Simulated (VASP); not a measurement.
Here is a VASP 6.6.1 calculation.

File INCAR:

```
SYSTEM = Sr2TlO3
ALGO = Normal
EDIFF = 1E-7
EDIFFG = -0.04
ENCUT = 600
GGA = PE
GGA_COMPAT = .False.
IBRION = 2
ISIF = 3
ISMEAR = 0
LASPH = .True.
LCHARG = .False.
LREAL = .False.
LWAVE = .False.
NELM = 120
NELMIN = 4
NSW = 90
PREC = Accurate
SIGMA = 0.1
```

The input KPOINTS:

```
k-points
0
Gamma
  6 6 1
  0 0 0
```

Contents of POSCAR:

```
Sr2TlO3
1.0
    3.5847139770      0.0000000000      0.0000000000
   -1.7923569885      3.1044533694      0.0000000000
    0.0000000000      0.0000000000     20.6675691836
Sr Tl O
4 2 6
Direct
    0.3333333333      0.6666666667      0.9280000000
    0.6666666667      0.3333333333      0.4280000000
    0.6666666667      0.3333333333      0.0720000000
    0.3333333333      0.6666666667      0.5720000000
    0.0000000000      0.0000000000      0.2500000000
    0.0000000000      0.0000000000      0.7500000000
    0.0000000000      0.0000000000      0.5000000000
    0.0000000000      0.0000000000      0.0000000000
    0.3333333333      0.6666666667      0.3650000000
    0.6666666667      0.3333333333      0.8650000000
    0.6666666667      0.3333333333      0.6350000000
    0.3333333333      0.6666666667      0.1350000000
```

Potentials or basis: VASP PAW PBE potentials, release 64 (Sr_sv, Tl_d, O).

Run with:

```bash
$ cat potpaw_PBE.64/Sr_sv/POTCAR potpaw_PBE.64/Tl_d/POTCAR potpaw_PBE.64/O/POTCAR > POTCAR
$ mpirun -np 1 vasp_std > vasp.out
```

(1) Estimate the space group after relaxing (to 0.1 Å).

(2) Estimate the relaxed volume.

(3) What does it give for the relaxed cell?

(4) Estimate the band gap on the k mesh.

Answers

(1) P6_3/mmc (No. 194).

(2) 17.39 Å³/atom.

(3) a = 3.675 Å, b = 3.675 Å, c = 17.843 Å, α = 90.00°, β = 90.00°, γ = 120.00°.

(4) zero (bands 51 and 52 overlap by 0.76 eV).

Caveat: spin-orbit coupling is left out, which moves the levels of the heavy elements.
